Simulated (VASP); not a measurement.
A run of VASP 6.6.1:

File INCAR:

```
  PREC = Accurate
  ENCUT = 520
  EDIFF = 1E-7
  ISMEAR = -1
  SIGMA = 0.1
  LREAL = False
  LASPH = True
  NELM = 60
  ALGO = Normal
  ISIF = 2
  LWAVE = False
  LCHARG = True
  LELF = True
  LVHAR = True
  NBANDS = 35
```

File KPOINTS:

```
Automatic mesh
0
Gamma
  8 8 2
```

POSCAR

```
WSe2
1.0
    3.2497691157      0.0000000000      0.0000000000
   -1.6248845578      2.8143826106      0.0000000000
    0.0000000000      0.0000000000     12.8218719395
W Se
2 4
Direct
    0.3333333333      0.6666666667      0.2500000000
    0.6666666667      0.3333333333      0.7500000000
    0.3333333333      0.6666666667      0.6199982483
    0.6666666667      0.3333333333      0.1199982483
    0.3333333333      0.6666666667      0.8800017517
    0.6666666667      0.3333333333      0.3800017517
```

Potentials or basis: VASP PAW LDA potentials, release 64 (W_sv, Se).

The run is started by

```sh
$ cat potpaw_LDA.64/W_sv/POTCAR potpaw_LDA.64/Se/POTCAR > POTCAR
$ mpirun -np 1 vasp_std > vasp.out
```

Hardware: 1 thread of Intel(R) Xeon(R) Platinum 8259CL CPU @ 2.50GHz (Skylake/Cascade Lake), on a shared host.

**Question.** How long does it take, and how much memory?

**Answer.** It took 65 s on 1 thread of Intel(R) Xeon(R) Platinum 8259CL CPU @ 2.50GHz (Skylake/Cascade Lake), on a shared host, peak memory 0.23 GiB. Counts: scf iterations 15, k points 20.
